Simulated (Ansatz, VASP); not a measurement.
# Ga3BAs4 in VASP and in Ansatz

```
B As Ga
1.0
     5.55715    0.00000    0.00000
     0.00000    5.55715    0.00000
     0.00000    0.00000    5.55715
B As Ga
1 4 3
Direct
  0.00000 0.00000 0.00000
  0.22906 0.22906 0.22906
  0.77094 0.77094 0.22906
  0.77094 0.22906 0.77094
  0.22906 0.77094 0.77094
  0.50000 0.50000 0.00000
  0.50000 0.00000 0.50000
  0.00000 0.50000 0.50000
```

Alike in both runs: task single point; functional r2SCAN; k mesh 4 × 4 × 4; no spin polarisation.

|  | VASP | Ansatz |
| --- | --- | --- |
| version | VASP 6.6.1 | Ansatz 0.2.0 |
| potentials or method | VASP PAW PBE potentials, release 64 (B, As, Ga_d) | plane waves, PAW |
| plane-wave cutoff (eV) | 520 | 500 |
| occupations | gaussian, width 0.01 eV | fixed |
| valence electrons in the cell | 62 | 102 |

VASP gave:

| Quantity | Value |
| --- | --- |
| gap on the k mesh at the Fermi level (eV) | 0.69 |
| pressure (GPa) | -4.3 |
| rms of the force components (eV/Å) | 0.009 |

**Question.** What did Ansatz give for the same quantities?

**Answer.** gap on the k mesh at the Fermi level (eV): 0.69; pressure (GPa): -4.3; rms of the force components (eV/Å): 0.010.

VASP's potentials were made for PBE, not for r2SCAN. VASP's potentials hold 62 valence electrons a cell and Ansatz's 102, so a difference there can come from the potentials and not from the codes.
